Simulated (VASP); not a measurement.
# Cu2O (Pn-3m) in VASP: notebook, part 2 of 2

VASP 6.6.1. Earlier steps stand in the parts before.

### 5 Single point, PBEsol+U

INCAR

```
  PREC = Accurate
  ENCUT = 600
  EDIFF = 1E-6
  ISMEAR = 0
  SIGMA = 0.01
  LREAL = F
  LASPH = T
  NELM = 200
  ALGO = Normal
  ISIF = 2
  LWAVE = F
  LCHARG = F
  LMAXMIX = 4
  LDAU = T
  LDAUTYPE = 2
  LDAUL = 2 -1
  LDAUU = 4.5 0
  LDAUJ = 0 0
  LDAUPRINT = 1
  GGA = PS
  NBANDS = 37
  GGA_COMPAT = F
```

KPOINTS

```
regular mesh
0
Gamma
  4 4 4
```

POSCAR

```
Cu2O
1.0
    4.2600000000      0.0000000000      0.0000000000
    0.0000000000      4.2600000000      0.0000000000
    0.0000000000      0.0000000000      4.2600000000
Cu O
4 2
Direct
    0.2500000000      0.2500000000      0.2500000000
    0.2500000000      0.7500000000      0.7500000000
    0.7500000000      0.2500000000      0.7500000000
    0.7500000000      0.7500000000      0.2500000000
    1.0000000000      1.0000000000      1.0000000000
    0.5000000000      0.5000000000      0.5000000000
```

Potentials or basis: VASP PAW PBE potentials, release 64 (Cu, O).

Launch:

```bash
$ cat potpaw_PBE.64/Cu/POTCAR potpaw_PBE.64/O/POTCAR > POTCAR
$ mpirun -np 1 vasp_std > vasp.out
```

OUTCAR:

```text
PREC = Accurate
   ENCUT = 600
   EDIFF = 1E-6
   ISMEAR = 0
   LREAL = F
   LASPH = T
   NELM = 200
   ISIF = 2
   GGA = PS

 ion  position               nearest neighbor table
   1  0.250  0.250  0.250-   5 1.84   6 1.84
   2  0.250  0.750  0.750-   5 1.84   6 1.84
   3  0.750  0.250  0.750-   5 1.84   6 1.84
   4  0.750  0.750  0.250-   5 1.84   6 1.84
   5  0.000  0.000  0.000-   1 1.84   2 1.84   3 1.84   4 1.84
   6  0.500  0.500  0.500-   1 1.84   2 1.84   3 1.84   4 1.84

  LATTYP: Found a simple cubic cell.
 ALAT       =     4.2600000000

  Lattice vectors:

 A1 = (   4.2600000000,   0.0000000000,   0.0000000000)
 A2 = (   0.0000000000,   4.2600000000,   0.0000000000)
 A3 = (   0.0000000000,   0.0000000000,   4.2600000000)

Analysis of symmetry for initial positions (statically):
=====================================================================
 Subroutine PRICEL returns:
 Original cell was already a primitive cell.

 Routine SETGRP: Setting up the symmetry group for a
 simple cubic supercell.

 Subroutine GETGRP returns: Found 48 space group operations
 (whereof 24 operations were pure point group operations)
 out of a pool of 48 trial point group operations.

The static configuration has the point symmetry T_d .
 The point group associated with its full space group is O_h .

Analysis of symmetry for dynamics (positions and initial velocities):
=====================================================================
 Subroutine PRICEL returns:
 Original cell was already a primitive cell.

 Routine SETGRP: Setting up the symmetry group for a
 simple cubic supercell.
[... 268 lines left out ...]
  o =  0.9476  v =  0.0000  0.0000  0.0000  0.0000  0.0000  0.0000 -0.5768 -0.0000  0.5768  0.5784      0.0000  0.0000  0.0000  0.0000  0.0000  0.0000  0.0000  0.0000  0.0000  0.0000
  o =  0.9694  v =  0.0000  0.0000  0.0000  0.0000  0.0000  0.4723  0.2361 -0.8157  0.2361  0.0000      0.0000  0.0000  0.0000  0.0000  0.0000  0.0000  0.0000  0.0000  0.0000  0.0000
  o =  0.9694  v =  0.4723  0.2361 -0.8157  0.2361  0.0000  0.0000  0.0000  0.0000  0.0000  0.0000      0.0000  0.0000  0.0000  0.0000  0.0000  0.0000  0.0000  0.0000  0.0000  0.0000
  o =  0.9694  v =  0.0000  0.0000  0.0000  0.0000  0.0000  0.0000  0.4090  0.0000 -0.4090  0.8157      0.0000  0.0000  0.0000  0.0000  0.0000  0.0000  0.0000  0.0000  0.0000  0.0000
  o =  0.9694  v =  0.0000  0.4090  0.0000 -0.4090  0.8157  0.0000  0.0000  0.0000  0.0000  0.0000      0.0000  0.0000  0.0000  0.0000  0.0000  0.0000  0.0000  0.0000  0.0000  0.0000

 number of electron      55.9999976 magnetization

 Free energy of the ion-electron system (eV)
  ---------------------------------------------------
  ext. energy  EPLUGINS =         0.00000000
  ---------------------------------------------------
  free energy    TOTEN  =       -24.40055527 eV

  energy without entropy =      -24.40055527  energy(sigma->0) =      -24.40055527

 E-fermi :   4.0332     XC(G=0): -11.1841

 val. band max:        3.9549577639   @ k =   0.0000   0.0000   0.0000
 cond. band min:       4.6576841577   @ k =   0.0000   0.0000   0.0000
 fundamental gap:      0.7027263938
 Fermi energy:         4.0332085183

 k-point     1 :       0.0000    0.0000    0.0000
  band No.  band energies     occupation
      1     -15.5626      2.00000
      2     -14.7163      2.00000
      3      -3.0806      2.00000
      4      -3.0806      2.00000
      5      -3.0806      2.00000
      6      -0.5822      2.00000
[... 389 lines left out ...]
     36      12.4324      0.00000
     37      18.5616      0.00000

------------------------ aborting loop because EDIFF is reached ----------------------------------------

  FORCE on cell =-STRESS in cart. coord.  units (eV):
  Direction    XX          YY          ZZ          XY          YZ          ZX
  --------------------------------------------------------------------------------------
  -------------------------------------------------------------------------------------
  Total       -1.9783099     -1.9783099     -1.9783099     -0.0000000     -0.0000000      0.0000000
  in kB      -40.9992691    -40.9992691    -40.9992691     -0.0000000     -0.0000000      0.0000000
  external PRESSURE =     -40.9992691 kB  Pullay stress =       0.0000000 kB

 VOLUME and BASIS-vectors are now :
 -----------------------------------------------------------------------------
  energy-cutoff  :      600.00
  volume of cell :       77.31
      direct lattice vectors                 reciprocal lattice vectors
     4.260000000  0.000000000  0.000000000     0.234741784  0.000000000  0.000000000
     0.000000000  4.260000000  0.000000000     0.000000000  0.234741784  0.000000000
     0.000000000  0.000000000  4.260000000     0.000000000  0.000000000  0.234741784

 POSITION                                       TOTAL-FORCE (eV/Angst)
 -----------------------------------------------------------------------------------
      1.06500      1.06500      1.06500        -0.000000      0.000000     -0.000000
      1.06500      3.19500      3.19500        -0.000000     -0.000000      0.000000
      3.19500      1.06500      3.19500         0.000000     -0.000000      0.000000
      3.19500      3.19500      1.06500         0.000000     -0.000000     -0.000000
      0.00000      0.00000      0.00000        -0.000000      0.000000     -0.000000
      2.13000      2.13000      2.13000        -0.000000      0.000000     -0.000000
 -----------------------------------------------------------------------------------
    total drift:                                0.000000      0.000000      0.000000

  FREE ENERGIE OF THE ION-ELECTRON SYSTEM (eV)
  ---------------------------------------------------
  free  energy   TOTEN  =       -24.4005552689 eV

  energy  without entropy=      -24.4005552689  energy(sigma->0) =      -24.40055527
```

OSZICAR:

```text
N       E                     dE             d eps       ncg     rms          rms(c)
DAV:   1     0.574472613842E+03    0.57447E+03   -0.27950E+04   740   0.271E+03
DAV:   2     0.782362767085E+02   -0.49624E+03   -0.47158E+03   745   0.494E+02
DAV:   3    -0.210160429646E+02   -0.99252E+02   -0.94721E+02   885   0.233E+02
DAV:   4    -0.277867485699E+02   -0.67707E+01   -0.66882E+01   991   0.681E+01
DAV:   5    -0.278986983066E+02   -0.11195E+00   -0.11188E+00   935   0.942E+00    0.128E+01
DAV:   6    -0.251428422888E+02    0.27559E+01   -0.22297E+01  1012   0.908E+01    0.658E+00
DAV:   7    -0.244109839368E+02    0.73186E+00   -0.56656E+00   965   0.511E+01    0.294E+00
DAV:   8    -0.244179517195E+02   -0.69678E-02   -0.54223E-01   917   0.486E+00    0.164E+00
DAV:   9    -0.244004757428E+02    0.17476E-01   -0.48238E-02  1175   0.361E+00    0.206E-01
DAV:  10    -0.244005470267E+02   -0.71284E-04   -0.10397E-02  1074   0.103E+00    0.117E-01
DAV:  11    -0.244006393632E+02   -0.92337E-04   -0.13472E-03  1204   0.611E-01    0.633E-02
DAV:  12    -0.244005529174E+02    0.86446E-04   -0.38711E-04  1132   0.295E-01    0.129E-02
DAV:  13    -0.244005554323E+02   -0.25149E-05   -0.58819E-05   986   0.691E-02    0.698E-03
DAV:  14    -0.244005552689E+02    0.16345E-06   -0.38622E-06   666   0.163E-02
   1 F= -.24400555E+02 E0= -.24400555E+02  d E =-.675431E-30
```

stdout:

```text
POSCAR found type information on POSCAR CuO
 POSCAR found :  2 types and       6 ions
 scaLAPACK will be used
 -----------------------------------------------------------------------------
|                                                                             |
|                                                                             |
|     You enforced a specific xc type in the INCAR file but a different       |
|     I HOPE YOU KNOW WHAT YOU ARE DOING!                                     |
|                                                                             |
 -----------------------------------------------------------------------------

 LDA part: xc-table for (Slater+PW92), standard interpolation
 POSCAR, INCAR and KPOINTS ok, starting setup
 FFT: planning ... GRIDC
 FFT: planning ... GRID_SOFT
 FFT: planning ... GRID
 WAVECAR not read
 entering main loop
```

Run time: 66 s. Hardware: 1 thread of AMD EPYC 7R13, shared host; peak memory 0.18 GiB.

Results:

| Quantity | Value |
| --- | --- |
| Free energy | -24.4006 eV |
| Pressure | -4.1 GPa |
| Band gap on the k mesh | 0.70 eV |

Eigenvalues of the final occupation matrices:
```csv
site,spin,trace,eigenvalues
site 1 d,1,4.70,0.86 0.95 0.95 0.97 0.97
site 1 d,2,4.70,0.86 0.95 0.95 0.97 0.97
site 2 d,1,4.70,0.86 0.95 0.95 0.97 0.97
site 2 d,2,4.70,0.86 0.95 0.95 0.97 0.97
site 3 d,1,4.70,0.86 0.95 0.95 0.97 0.97
site 3 d,2,4.70,0.86 0.95 0.95 0.97 0.97
site 4 d,1,4.70,0.86 0.95 0.95 0.97 0.97
site 4 d,2,4.70,0.86 0.95 0.95 0.97 0.97
```

Caveat: the cell stands under tension; semilocal functionals underestimate gaps, and a narrow one can read as zero; the PAW data sets were made with another functional, which shifts forces and pressure a little.

### 6 Single point, PBEsol+U

INCAR

```
PREC = Accurate
ENCUT = 600
EDIFF = 1E-6
ISMEAR = 0
SIGMA = 0.01
LREAL = F
LASPH = T
NELM = 200
ALGO = Normal
ISIF = 2
LWAVE = F
LCHARG = F
LMAXMIX = 4
LDAU = T
LDAUTYPE = 2
LDAUL = 2 -1
LDAUU = 6 0
LDAUJ = 0 0
LDAUPRINT = 1
GGA = PS
NBANDS = 37
GGA_COMPAT = F
```

KPOINTS is that of step 5.

POSCAR is that of step 5.

Potentials or basis: VASP PAW PBE potentials, release 64 (Cu, O).

Launch:

```bash
$ cat potpaw_PBE.64/Cu/POTCAR potpaw_PBE.64/O/POTCAR > POTCAR
$ mpirun -np 1 vasp_std > vasp.out
```

Wall time 72 s (1 thread of AMD EPYC 7R13, shared host); peak memory 0.18 GiB.

It converged, with:

```yaml
Free_energy: -22.8024 eV
Pressure: -4.7 GPa
Band_gap_on_the_k_mesh: 0.76 eV
```

Levels at points of the mesh, in eV from the valence-band top:
```tsv
k point	band 25	band 26	band 27	band 28	band 29	band 30	band 31	band 32
(0.00, 0.00, 0.00)	-2.39	0.00	0.00	0.00	0.76	2.15	2.15	8.66
(0.50, 0.00, 0.00)	-1.55	-1.55	-0.30	-0.30	2.78	2.78	4.97	4.97
(0.50, 0.50, 0.00)	-1.56	-1.56	-0.62	-0.62	2.52	2.52	4.49	4.49
(0.50, 0.50, 0.50)	-1.18	-0.69	-0.69	-0.69	3.35	3.35	3.35	5.49
```

Eigenvalues of the final occupation matrices:
```csv
site,spin,trace,eigenvalues
site 1 d,1,4.72,0.88 0.95 0.95 0.97 0.97
site 1 d,2,4.72,0.88 0.95 0.95 0.97 0.97
site 2 d,1,4.72,0.88 0.95 0.95 0.97 0.97
site 2 d,2,4.72,0.88 0.95 0.95 0.97 0.97
site 3 d,1,4.72,0.88 0.95 0.95 0.97 0.97
site 3 d,2,4.72,0.88 0.95 0.95 0.97 0.97
site 4 d,1,4.72,0.88 0.95 0.95 0.97 0.97
site 4 d,2,4.72,0.88 0.95 0.95 0.97 0.97
```

Caveat: the cell stands under tension; semilocal functionals underestimate gaps, and a narrow one can read as zero; the PAW data sets were made with another functional, which shifts forces and pressure a little.

### 7 Overview

```csv
level,U,gap on the mesh (eV),pressure (GPa)
PBEsol,-,0.50,-2.4
PBEsol+U,Cu d U = 1.5 eV,0.58,-2.9
PBEsol+U,Cu d U = 3.0 eV,0.64,-3.5
PBEsol+U,Cu d U = 4.5 eV,0.70,-4.1
PBEsol+U,Cu d U = 6.0 eV,0.76,-4.7
```

Alike in all rows: task single point; potentials or basis VASP PAW PBE potentials, release 64 (Cu, O); no spin polarisation; cell as given; k mesh 4 × 4 × 4; cutoff (eV) 600; smearing gaussian 0.01 eV.

On the cell as given the gap runs from 0.50 eV (PBEsol) to 0.76 eV (PBEsol+U). The pressure there spans -4.7 GPa (PBEsol+U) to -2.4 GPa (PBEsol); a positive pressure means that this level wants a larger cell, a negative one a smaller.

Caveats: semilocal functionals underestimate gaps, and a narrow one can read as zero; the PAW data sets were made with another functional, which shifts forces and pressure a little; the cell stands under tension (at least some runs).

Total energies depend on the potentials used, so only differences within one code and one set of settings carry meaning.
